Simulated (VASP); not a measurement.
Wanted: the native input for a VASP 6.6.1 run.

| Property | Result |
| --- | --- |
| Task | single point |
| Functional | PBE |
| Potentials or basis | VASP PAW PBE potentials, release 64 (In_d, Ru_pv) |
| Cutoff | 520 eV |
| k mesh | 8 × 8 × 6 |
| Occupations | gaussian, width 0.1 eV |
| Spin | no spin polarisation |
| Dipole correction | no |
| Further INCAR settings | ALGO = Fast; EDIFF = 1e-06; NBANDS = 41 |

The structure of In4Ru lies in POSCAR:

```
In4Ru
1.0
    4.5562473167      0.0000000000      0.0000000000
    0.0000000000      4.5562473167      0.0000000000
    0.0000000000      0.0000000000      6.0685462506
In Ru
4 1
Direct
    0.0000000000      0.5000000000      0.7439706965
    0.5000000000      0.0000000000      0.7439706965
    0.0000000000      0.5000000000      0.2560293035
    0.5000000000      0.0000000000      0.2560293035
    0.0000000000      0.0000000000      0.0000000000
```

The cell was generated, and may not be a known phase.

These files were run (other wordings do the same):

INCAR

```
PREC = Accurate
ENCUT = 520
EDIFF = 1E-6
ISMEAR = 0
SIGMA = 0.1
LREAL = F
LASPH = T
NELM = 60
ALGO = Fast
ISIF = 2
LWAVE = F
LCHARG = F
GGA = PE
NBANDS = 41
```

KPOINTS

```
regular mesh
0
Gamma
  8 8 6
```

Potentials or basis: VASP PAW PBE potentials, release 64 (In_d, Ru_pv).

Launch:

```sh
$ cat potpaw_PBE.64/In_d/POTCAR potpaw_PBE.64/Ru_pv/POTCAR > POTCAR
$ mpirun -np 1 vasp_std > vasp.out
```

It gave:

The pressure is 0.1 GPa and the band gap on the k mesh is zero (bands 33 and 34 overlap by 2.93 eV).

Caveat: spin-orbit coupling is left out, which moves the levels of the heavy elements.

Run time: 7.7 min on 1 thread of Intel Xeon 8259CL, on a shared host, peak memory 0.41 GiB.
